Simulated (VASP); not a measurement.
# HfO2 (Fm-3m) in VASP: single point with PBEsol

Aim: the single point of HfO2 with PBEsol.

Program: VASP 6.6.1. These are calculated values, not measurements. Logs are shortened: lines on timing, memory, paths and dates and some standing lists are left out, and cuts for length are marked.

## Step 1: The cell of the first run

It takes space group Fm-3m (No. 225, cubic). Conventional cell: a = 5.115 Å, b = 5.115 Å, c = 5.115 Å, α = 90.00°, β = 90.00°, γ = 90.00°. Within 2.9 Å of Hf (site symmetry m-3m) lie 8 O at 2.21 Å. O (site symmetry -43m) has 4 Hf at 2.21 Å and 6 O at 2.56 Å within 2.9 Å.

## Step 2: Single point, PBEsol

The input, INCAR:

```
ALGO = Normal ; EDIFF = 1E-7
ENCUT = 520 ; GGA = PS
ISIF = 2 ; ISMEAR = 0
LASPH = T ; LCHARG = F
LREAL = F ; LWAVE = F
NBANDS = 18 ; NELM = 60
PREC = Accurate ; SIGMA = 0.01
```

The input, KPOINTS:

```
k-points
0
Gamma
  4 4 4
```

The input, POSCAR:

```
HfO2
1.0
    0.0000000000      2.5575000000      2.5575000000
    2.5575000000      0.0000000000      2.5575000000
    2.5575000000      2.5575000000      0.0000000000
Hf O
1 2
Direct
    0.0000000000      0.0000000000      0.0000000000
    0.2500000000      0.2500000000      0.2500000000
    0.7500000000      0.7500000000      0.7500000000
```

Potentials or basis: VASP PAW PBE potentials, release 64 (Hf_pv, O).

Command:

```bash
$ cat potpaw_PBE.64/Hf_pv/POTCAR potpaw_PBE.64/O/POTCAR > POTCAR
$ mpirun -np 1 vasp_std > vasp.out
```

OUTCAR:

```text
EDIFF = 1E-7
   ENCUT = 520
   GGA = PS
   ISIF = 2
   ISMEAR = 0
   LASPH = T
   LREAL = F
   NELM = 60
   PREC = Accurate

 ion  position               nearest neighbor table
   1  0.000  0.000  0.000-   3 2.21   3 2.21   3 2.21   2 2.21   3 2.21   2 2.21   2 2.21   2 2.21

   2  0.250  0.250  0.250-   1 2.21   1 2.21   1 2.21   1 2.21
   3  0.750  0.750  0.750-   1 2.21   1 2.21   1 2.21   1 2.21

  LATTYP: Found a face centered cubic cell.
 ALAT       =     5.1150000000

  Lattice vectors:

 A1 = (   0.0000000000,   2.5575000000,   2.5575000000)
 A2 = (   2.5575000000,   0.0000000000,   2.5575000000)
 A3 = (   2.5575000000,   2.5575000000,   0.0000000000)

Analysis of symmetry for initial positions (statically):
=====================================================================
 Subroutine PRICEL returns:
 Original cell was already a primitive cell.

 Routine SETGRP: Setting up the symmetry group for a
 face centered cubic supercell.

 Subroutine GETGRP returns: Found 48 space group operations
 (whereof 48 operations were pure point group operations)
 out of a pool of 48 trial point group operations.

The static configuration has the point symmetry O_h .

Analysis of symmetry for dynamics (positions and initial velocities):
=====================================================================
 Subroutine PRICEL returns:
 Original cell was already a primitive cell.

 Routine SETGRP: Setting up the symmetry group for a
 face centered cubic supercell.

 Subroutine GETGRP returns: Found 48 space group operations
 (whereof 48 operations were pure point group operations)
 out of a pool of 48 trial point group operations.

The dynamic configuration has the point symmetry O_h .

 Subroutine INISYM returns: Found 48 space group operations
 (whereof 48 operations are pure point group operations),
 and found     1 'primitive' translations

----------------------------------------------------------------------------------------

                                     Primitive cell

  volume of cell :      33.4562

  direct lattice vectors                    reciprocal lattice vectors
     0.000000000  2.557500000  2.557500000    -0.195503421  0.195503421  0.195503421
     2.557500000  0.000000000  2.557500000     0.195503421 -0.195503421  0.195503421
     2.557500000  2.557500000  0.000000000     0.195503421  0.195503421 -0.195503421

[... 66 lines left out ...]
   ENCUT  =  520.0 eV  38.22 Ry    6.18 a.u.   6.72  6.72  6.72*2*pi/ulx,y,z
   NELM   =     60;   NELMIN=  2; NELMDL= -5     # of ELM steps
   EDIFF  = 0.1E-06   stopping-criterion for ELM
   LREAL  =      F    real-space projection
   EDIFFG = 0.1E-05   stopping-criterion for IOM
   NSW    =      0    number of steps for IOM
   IBRION =     -1    ionic relax: 0-MD 1-quasi-New 2-CG
   NFREE  =      0    steps in history (QN), initial steepest desc. (CG)
   ISIF   =      2    stress and relaxation
   ISYM   =      2    0-nonsym 1-usesym 2-fastsym
   POTIM  = 0.5000    time-step for ionic-motion
   TEBEG  =    0.0;   TEEND  =   0.0 temperature during run
   PSTRESS=    0.0 pullay stress
   NELECT =      22.0000    total number of electrons
   NUPDOWN=      -1.0000    fix difference up-down
   EMIN   =  10.00;   EMAX   =-10.00  energy-range for DOS
   EFERMI =   0.00;   METHOD = LEGACY
   ISMEAR =     0;   SIGMA  =   0.01  broadening in eV -4-tet -1-fermi 0-gaus
   EFERMI_NEDOS =   21; number of points for ismear=-14 and -15
   IALGO  =     38    algorithm
   IMIX   =      4    mixing-type and parameters
     AMIX     =   0.40;   BMIX     =  1.00
     AMIX_MAG =   1.60;   BMIX_MAG =  1.00
  volume/ion in A,a.u.               =      11.15        75.26
  Fermi-wavevector in a.u.,A,eV,Ry     =   1.423607  2.690227 27.574337  2.026657
  Thomas-Fermi vector in A             =   2.544186
   LORBIT       =      0    0 simple, 1 ext, 2 COOP (PROOUT), +10 PAW based schemes
   GGA     = PS    functional components
   LHFCALC =     F    Hartree Fock is set to
   AEXX    =    0.0000 exact exchange contribution
   IVDW    =     0    specifies the selected vdW correction
   LEPSILON=     F    determine dielectric tensor
   LRPA    =     F    only Hartree local field effects (RPA)
 non-spin polarized calculation
 Gauss-broadening in eV      SIGMA  =   0.01
  energy-cutoff  :      520.00
  volume of cell :       33.46
 maximum number of plane-waves:       934
 NGX is ok and might be reduce to    28
   NGX = 13   NGY = 13   NGZ = 13

 number of electron      21.9999993 magnetization

 Free energy of the ion-electron system (eV)
  ---------------------------------------------------
  ext. energy  EPLUGINS =         0.00000000
  ---------------------------------------------------
  free energy    TOTEN  =       -31.55744787 eV

  energy without entropy =      -31.55744787  energy(sigma->0) =      -31.55744787

 E-fermi :   4.0034     XC(G=0): -11.9634

 val. band max:        3.9070469447   @ k =   0.5000   0.5000   0.0000
 cond. band min:       7.5092926538   @ k =   0.5000   0.5000   0.0000
 fundamental gap:      3.6022457091
 Fermi energy:         4.0033741776

 k-point     1 :       0.0000    0.0000    0.0000
  band No.  band energies     occupation
      1     -25.8406      2.00000
      2     -25.8406      2.00000
      3     -25.8406      2.00000
      4     -14.6153      2.00000
      5     -11.6489      2.00000
      6      -1.3318      2.00000
[... 145 lines left out ...]
      5     -12.7143      2.00000
      6      -1.3418      2.00000
[... 10 lines left out ...]
     17      16.4225      0.00000
     18      17.0988      0.00000

------------------------ aborting loop because EDIFF is reached ----------------------------------------

  FORCE on cell =-STRESS in cart. coord.  units (eV):
  Direction    XX          YY          ZZ          XY          YZ          ZX
  --------------------------------------------------------------------------------------
  -------------------------------------------------------------------------------------
  Total       -2.8301106     -2.8301106     -2.8301106      0.0000000      0.0000000     -0.0000000
  in kB     -135.5305061   -135.5305061   -135.5305061      0.0000000      0.0000000     -0.0000000
  external PRESSURE =    -135.5305061 kB  Pullay stress =       0.0000000 kB

 VOLUME and BASIS-vectors are now :
 -----------------------------------------------------------------------------
  energy-cutoff  :      520.00
  volume of cell :       33.46
      direct lattice vectors                 reciprocal lattice vectors
     0.000000000  2.557500000  2.557500000    -0.195503421  0.195503421  0.195503421
     2.557500000  0.000000000  2.557500000     0.195503421 -0.195503421  0.195503421
     2.557500000  2.557500000  0.000000000     0.195503421  0.195503421 -0.195503421

 POSITION                                       TOTAL-FORCE (eV/Angst)
 -----------------------------------------------------------------------------------
      0.00000      0.00000      0.00000         0.000000      0.000000     -0.000000
      1.27875      1.27875      1.27875         0.000000      0.000000      0.000000
      3.83625      3.83625      3.83625        -0.000000     -0.000000     -0.000000
 -----------------------------------------------------------------------------------
    total drift:                                0.000000      0.000000      0.000000

  FREE ENERGIE OF THE ION-ELECTRON SYSTEM (eV)
  ---------------------------------------------------
  free  energy   TOTEN  =       -31.5574478710 eV

  energy  without entropy=      -31.5574478710  energy(sigma->0) =      -31.55744787
```

stdout:

```text
POSCAR found type information on POSCAR HfO
 POSCAR found :  2 types and       3 ions
 scaLAPACK will be used
 -----------------------------------------------------------------------------
|                                                                             |
|                                                                             |
|     You enforced a specific xc type in the INCAR file but a different       |
|     I HOPE YOU KNOW WHAT YOU ARE DOING!                                     |
|                                                                             |
 -----------------------------------------------------------------------------

 LDA part: xc-table for (Slater+PW92), standard interpolation
 POSCAR, INCAR and KPOINTS ok, starting setup
 FFT: planning ... GRIDC
 FFT: planning ... GRID_SOFT
 FFT: planning ... GRID
 WAVECAR not read
 entering main loop
```

It took 10 s on 1 thread of Intel Xeon 8259CL, shared host; peak memory 0.16 GiB.

What came out:

```yaml
Free_energy: -31.5574 eV
Pressure: -13.6 GPa
Band_gap_on_the_k_mesh: 3.60 eV, direct
```

Caveat: the k points lie up to 0.53 Å⁻¹ apart; the PAW data sets were made with another functional, which shifts forces and pressure a little; spin-orbit coupling is left out, which moves the levels of the heavy elements.
